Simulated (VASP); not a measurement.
# Rb (P6_3/mmc) in VASP: a series of runs

Runs on Rb. Level: PBE. Tasks: single point, relaxation of cell and atoms.

Everything below comes from runs of VASP 6.6.1. Logs are shortened: lines on timing, memory, paths and dates and some standing lists are left out, and cuts for length are marked.

## 1. The cell of the first run

The structure is hexagonal, space group P6_3/mmc (No. 194). Conventional cell: a = 5.057 Å, b = 5.057 Å, c = 8.241 Å, α = 90.00°, β = 90.00°, γ = 120.00°.

## 2. Single point, PBE

Contents of INCAR:

```
  ALGO = Fast
  EDIFF = 1E-7
  ENCUT = 520
  GGA = PE
  ISIF = 2
  ISMEAR = 0
  LASPH = True
  LCHARG = False
  LREAL = False
  LWAVE = False
  NBANDS = 16
  NELM = 80
  PREC = Accurate
  SIGMA = 0.1
```

Contents of KPOINTS:

```
k-points
0
Gamma
  12 12 6
```

Contents of POSCAR:

```
Rb
1.0
    5.0572382096      0.0000002924      0.0000000000
   -2.5286193580      4.3796966163      0.0000000000
    0.0000000000      0.0000000000      8.2414042257
Rb
2
Direct
    0.0000000000      0.0000000000      0.0000000000
    0.3333333333      0.6666666667      0.5000000000
```

Potentials or basis: VASP PAW PBE potentials, release 64 (Rb_sv).

The run is started by

```sh
cat potpaw_PBE.64/Rb_sv/POTCAR > POTCAR
mpirun -np 1 vasp_std > vasp.out
```

OUTCAR:

```text
EDIFF = 1E-7
   ENCUT = 520
   GGA = PE
   ISIF = 2
   ISMEAR = 0
   LASPH = True
   LREAL = False
   NELM = 80
   PREC = Accurate

 ion  position               nearest neighbor table
   1  0.000  0.000  0.000-   2 5.05   2 5.05   2 5.05   2 5.05   2 5.05   2 5.05
   2  0.333  0.667  0.500-   1 5.05   1 5.05   1 5.05   1 5.05   1 5.05   1 5.05

  LATTYP: Found a hexagonal cell.
 ALAT       =     5.0572382096
 C/A-ratio  =     1.6296254762

  Lattice vectors:

 A1 = (   5.0572382096,   0.0000002924,   0.0000000000)
 A2 = (  -2.5286193580,   4.3796966163,   0.0000000000)
 A3 = (   0.0000000000,   0.0000000000,   8.2414042257)

Analysis of symmetry for initial positions (statically):
=====================================================================
 Subroutine PRICEL returns:
 Original cell was already a primitive cell.

 Routine SETGRP: Setting up the symmetry group for a
 hexagonal supercell.

 Subroutine GETGRP returns: Found 24 space group operations
 (whereof 12 operations were pure point group operations)
 out of a pool of 24 trial point group operations.

The static configuration has the point symmetry D_3h.
 The point group associated with its full space group is D_6h.

Analysis of symmetry for dynamics (positions and initial velocities):
=====================================================================
 Subroutine PRICEL returns:
 Original cell was already a primitive cell.

 Routine SETGRP: Setting up the symmetry group for a
 hexagonal supercell.

 Subroutine GETGRP returns: Found 24 space group operations
 (whereof 12 operations were pure point group operations)
 out of a pool of 24 trial point group operations.

The dynamic configuration has the point symmetry D_3h.
 The point group associated with its full space group is D_6h.

 Subroutine INISYM returns: Found 24 space group operations
 (whereof 12 operations are pure point group operations),
 and found     1 'primitive' translations

----------------------------------------------------------------------------------------

                                     Primitive cell

  volume of cell :     182.5403

  direct lattice vectors                    reciprocal lattice vectors
     5.057238210  0.000000292  0.000000000     0.197736378  0.114163166  0.000000000
    -2.528619358  4.379696616  0.000000000    -0.000000013  0.228326310  0.000000000
     0.000000000  0.000000000  8.241404226     0.000000000  0.000000000  0.121338545

  length of vectors
     5.057238210  5.057238210  8.241404226     0.228326310  0.228326310  0.121338545

  position of ions in fractional coordinates (direct lattice)
     0.000000000  0.000000000  0.000000000
     0.333333333  0.666666667  0.500000000

  ion indices of the primitive-cell ions
   primitive index   ion index
                 1           1
                 2           2

----------------------------------------------------------------------------------------

 KPOINTS: k-points

Automatic generation of k-mesh.
 Grid dimensions read from file:
 generate k-points for:   12   12    6

 Generating k-lattice:

  Cartesian coordinates                     Fractional coordinates (reciprocal lattice)
     0.016478032  0.009513597  0.000000000     0.083333333  0.000000000  0.000000000
    -0.000000001  0.019027192  0.000000000    -0.000000000  0.083333333  0.000000000
     0.000000000  0.000000000  0.020223091     0.000000000  0.000000000  0.166666667

  Length of vectors
     0.019027192  0.019027192  0.020223091

  Shift w.r.t. Gamma in fractional coordinates (k-lattice)
     0.000000000  0.000000000  0.000000000

 Subroutine IBZKPT returns following result:
 ===========================================

 Found     76 irreducible k-points:

 Following reciprocal coordinates:
            Coordinates               Weight
  0.000000  0.000000  0.000000      1.000000
  0.083333  0.000000  0.000000      6.000000
  0.166667 -0.000000  0.000000      6.000000
  0.250000  0.000000  0.000000      6.000000
  0.333333  0.000000  0.000000      6.000000
  0.416667  0.000000  0.000000      6.000000
[... 16 lines left out ...]
  0.250000  0.000000  0.166667     12.000000
  0.333333  0.000000  0.166667     12.000000
 [... further k-points ...]
   k-points           NKPTS =     76   k-points in BZ     NKDIM =     76   number of bands    NBANDS=     16
   number of dos      NEDOS =    301   number of ions     NIONS =      2
   total plane-waves  NPLWV = 102400
   dimension x,y,z NGX =    40 NGY =   40 NGZ =   64
   dimension x,y,z NGXF=    80 NGYF=   80 NGZF=  128
   ions per type =               2
   NGX,Y,Z   is equivalent  to a cutoff of  13.15, 13.15, 12.91 a.u.
   NGXF,Y,Z  is equivalent  to a cutoff of  26.30, 26.30, 25.82 a.u.
 SYSTEM =  unknown system
   PREC   = accura    normal or accurate (medium, high low for compatibility)
   ISTART =      0    job   : 0-new  1-cont  2-samecut
   ICHARG =      2    charge: 1-file 2-atom 10-const
   ISPIN  =      1    spin polarized calculation?
   LNONCOLLINEAR =      F non collinear calculations
   LSORBIT =      F    spin-orbit coupling
   LASPH  =      T    aspherical Exc in radial PAW
   ENCUT  =  520.0 eV  38.22 Ry    6.18 a.u.   9.40  9.40 15.32*2*pi/ulx,y,z
   NELM   =     80;   NELMIN=  2; NELMDL= -5     # of ELM steps
   EDIFF  = 0.1E-06   stopping-criterion for ELM
   LREAL  =      F    real-space projection
   EDIFFG = 0.1E-05   stopping-criterion for IOM
   NSW    =      0    number of steps for IOM
   IBRION =     -1    ionic relax: 0-MD 1-quasi-New 2-CG
   NFREE  =      0    steps in history (QN), initial steepest desc. (CG)
   ISIF   =      2    stress and relaxation
   ISYM   =      2    0-nonsym 1-usesym 2-fastsym
   POTIM  = 0.5000    time-step for ionic-motion
   TEBEG  =    0.0;   TEEND  =   0.0 temperature during run
   PSTRESS=    0.0 pullay stress
   NELECT =      18.0000    total number of electrons
   NUPDOWN=      -1.0000    fix difference up-down
   EMIN   =  10.00;   EMAX   =-10.00  energy-range for DOS
   EFERMI =   0.00;   METHOD = LEGACY
   ISMEAR =     0;   SIGMA  =   0.10  broadening in eV -4-tet -1-fermi 0-gaus
   EFERMI_NEDOS =   21; number of points for ismear=-14 and -15
   IALGO  =     68    algorithm
   IMIX   =      4    mixing-type and parameters
     AMIX     =   0.40;   BMIX     =  1.00
     AMIX_MAG =   1.60;   BMIX_MAG =  1.00
  volume/ion in A,a.u.               =      91.27       615.92
  Fermi-wavevector in a.u.,A,eV,Ry     =   0.756333  1.429261  7.783062  0.572039
  Thomas-Fermi vector in A             =   1.854429
   LORBIT       =      0    0 simple, 1 ext, 2 COOP (PROOUT), +10 PAW based schemes
   GGA     = PE    functional components
   LHFCALC =     F    Hartree Fock is set to
   AEXX    =    0.0000 exact exchange contribution
   IVDW    =     0    specifies the selected vdW correction
   LEPSILON=     F    determine dielectric tensor
   LRPA    =     F    only Hartree local field effects (RPA)
 non-spin polarized calculation
 RMM-DIIS sequential band-by-band and
 Gauss-broadening in eV      SIGMA  =   0.10
  energy-cutoff  :      520.00
  volume of cell :      182.54
 maximum number of plane-waves:      4952
 NGX is ok and might be reduce to    40
   NGX = 19   NGY = 19   NGZ = 31

 number of electron      18.0000000 magnetization

 Free energy of the ion-electron system (eV)
  ---------------------------------------------------
  ext. energy  EPLUGINS =         0.00000000
  ---------------------------------------------------
  free energy    TOTEN  =        -1.87966277 eV

  energy without entropy =       -1.87068402  energy(sigma->0) =       -1.87517340

 E-fermi :  -0.0116     XC(G=0):  -5.4580

 val. band max:       -0.0286452253   @ k =   0.1667  -0.0000   0.1667
 cond. band min:      -0.0099851494   @ k =   0.3333   0.1667   0.3333
 fundamental gap:      0.0186600759
 Fermi energy:        -0.0116019247

 k-point     1 :       0.0000    0.0000    0.0000
  band No.  band energies     occupation
      1     -28.8924      2.00000
      2     -28.8886      2.00000
      3     -13.0295      2.00000
      4     -12.9494      2.00000
      5     -12.9494      2.00000
      6     -12.9364      2.00000
[... 8 lines left out ...]
     15       3.8741      0.00000
     16       3.8743      0.00000

 k-point     2 :       0.0833    0.0000    0.0000
  band No.  band energies     occupation
      1     -28.8922      2.00000
      2     -28.8885      2.00000
      3     -13.0274      2.00000
      4     -12.9541      2.00000
      5     -12.9509      2.00000
      6     -12.9413      2.00000
[... 8 lines left out ...]
     15       3.7503      0.00000
     16       3.9484      0.00000

 k-point     3 :       0.1667   -0.0000    0.0000
  band No.  band energies     occupation
      1     -28.8915      2.00000
      2     -28.8882      2.00000
      3     -13.0215      2.00000
      4     -12.9670      2.00000
      5     -12.9549      2.00000
      6     -12.9544      2.00000
[... 8 lines left out ...]
     15       3.6528      0.00000
     16       3.9390      0.00000

 k-point     4 :       0.2500    0.0000    0.0000
  band No.  band energies     occupation
      1     -28.8907      2.00000
      2     -28.8879      2.00000
      3     -13.0126      2.00000
      4     -12.9847      2.00000
      5     -12.9720      2.00000
      6     -12.9602      2.00000
[... 8 lines left out ...]
     15       3.7372      0.00000
     16       3.8666      0.00000
[... 324 lines left out ...]
 k-point    22 :       0.1667   -0.0000    0.1667
  band No.  band energies     occupation
      1     -28.8913      2.00000
      2     -28.8884      2.00000
      3     -13.0169      2.00000
      4     -12.9654      2.00000
      5     -12.9583      2.00000
      6     -12.9539      2.00000
[... 8 lines left out ...]
     15       3.6194      0.00000
     16       3.8884      0.00000

 k-point    23 :       0.2500    0.0000    0.1667
  band No.  band energies     occupation
      1     -28.8905      2.00000
      2     -28.8881      2.00000
      3     -13.0110      2.00000
      4     -12.9815      2.00000
      5     -12.9752      2.00000
      6     -12.9591      2.00000
[... 8 lines left out ...]
     15       3.7043      0.00000
     16       3.8758      0.00000

 k-point    24 :       0.3333    0.0000    0.1667
  band No.  band energies     occupation
      1     -28.8896      2.00000
      2     -28.8877      2.00000
      3     -13.0111      2.00000
      4     -12.9948      2.00000
      5     -12.9875      2.00000
      6     -12.9641      2.00000
[... 8 lines left out ...]
     15       3.5734      0.00000
     16       4.1185      0.00000

 [... further k-points ...]
[... 5 lines left out ...]
  --------------------------------------------------------------------------------------
  -------------------------------------------------------------------------------------
  Total        0.0047181      0.0047181     -0.0002643      0.0000000      0.0000000      0.0000000
  in kB        0.0414112      0.0414112     -0.0023196      0.0000000      0.0000000      0.0000000
  external PRESSURE =       0.0268343 kB  Pullay stress =       0.0000000 kB

 VOLUME and BASIS-vectors are now :
 -----------------------------------------------------------------------------
  energy-cutoff  :      520.00
  volume of cell :      182.54
      direct lattice vectors                 reciprocal lattice vectors
     5.057238210  0.000000292  0.000000000     0.197736378  0.114163166  0.000000000
    -2.528619358  4.379696616  0.000000000    -0.000000013  0.228326310  0.000000000
     0.000000000  0.000000000  8.241404226     0.000000000  0.000000000  0.121338545

 POSITION                                       TOTAL-FORCE (eV/Angst)
 -----------------------------------------------------------------------------------
      0.00000      0.00000      0.00000        -0.000000      0.000000      0.000000
     -0.00000      2.91980      4.12070         0.000000      0.000000      0.000000
 -----------------------------------------------------------------------------------
    total drift:                                0.000000     -0.000000     -0.000000

  FREE ENERGIE OF THE ION-ELECTRON SYSTEM (eV)
  ---------------------------------------------------
  free  energy   TOTEN  =        -1.8796627682 eV

  energy  without entropy=       -1.8706840241  energy(sigma->0) =       -1.87517340
```

It took 4.3 min on 1 thread of Oxide Virtual Turin-like, shared host; peak memory 0.37 GiB.

What came out:

```
Free energy            : -1.8797 eV
Pressure               : 0.0 GPa
Band gap on the k mesh : zero (band 9 reaches 1.06 eV, above the bottom of band 10 at -1.29 eV)
```

[end of part 1 of 2]
